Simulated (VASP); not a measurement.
Wanted: the native input for a VASP 6.6.1 run.

```
Task                    : single point
Functional              : PBEsol
Potentials or basis     : VASP PAW PBE potentials, release 64 (Mo_sv, S)
Cutoff                  : 400 eV
k mesh                  : 8 × 8 × 8
Occupations             : fermi-dirac, width 0.05 eV
Spin                    : no spin polarisation
Dipole correction       : no
k mesh for the DOS      : 12 × 12 × 12
Occupations for the DOS : tetrahedron
Further INCAR settings  : ALGO = Normal; EDIFF = 1e-06
```

MoS2:

```
Mo S
1.0
     1.58550    0.91539    6.11500
    -1.58550    0.91539    6.11500
     0.00000   -1.83078    6.11500
Mo S
1 2
Direct
  0.00000 0.00000 0.00000
  0.25000 0.25000 0.25000
  0.75000 0.75000 0.75000
```

One way to write it, as run:

POSCAR

```
MoS2
1.0
    1.5855000000      0.9153888518      6.1149966667
   -1.5855000000      0.9153888518      6.1149966667
    0.0000000000     -1.8307777036      6.1149966667
Mo S
1 2
Direct
    0.0000000000      0.0000000000      0.0000000000
    0.2500000000      0.2500000000      0.2500000000
    0.7500000000      0.7500000000      0.7500000000
```

INCAR.step1

```
SYSTEM = MoS2
ALGO = Normal
EDIFF = 1E-6
ENCUT = 400
GGA = PS
GGA_COMPAT = .FALSE.
ISIF = 2
ISMEAR = -1
LASPH = .TRUE.
LCHARG = .TRUE.
LMAXMIX = 4
LORBIT = 11
LREAL = .FALSE.
LWAVE = .FALSE.
NBANDS = 20
NEDOS = 2001
NELM = 120
PREC = Accurate
SIGMA = 0.05
```

KPOINTS.step1

```
k-points
0
G
  8 8 8
  0 0 0
```

INCAR.step2

```
SYSTEM = MoS2
ALGO = Normal
EDIFF = 1E-6
ENCUT = 400
GGA = PS
GGA_COMPAT = .FALSE.
ICHARG = 11
ISIF = 2
ISMEAR = -5
LASPH = .TRUE.
LCHARG = .FALSE.
LMAXMIX = 4
LORBIT = 11
LREAL = .FALSE.
LWAVE = .FALSE.
NEDOS = 2001
NELM = 120
PREC = Accurate
SIGMA = 0.05
```

KPOINTS.step2

```
k-points
0
G
  12 12 12
  0 0 0
```

Potentials or basis: VASP PAW PBE potentials, release 64 (Mo_sv, S).

Launch:

```console
$ cat potpaw_PBE.64/Mo_sv/POTCAR potpaw_PBE.64/S/POTCAR > POTCAR
$ cp INCAR.step1 INCAR
$ cp KPOINTS.step1 KPOINTS
$ mpirun -np 1 vasp_std > vasp.out
$ cp INCAR.step2 INCAR
$ cp KPOINTS.step2 KPOINTS
$ mpirun -np 1 vasp_std > vasp.out
```

It gave:

The valence electrons inside the program's atomic spheres are Mo 12.52; S 3.68.

It took 8.3 min on 1 thread of Intel Xeon 8259CL, with other jobs on the host, peak memory 0.32 GiB.
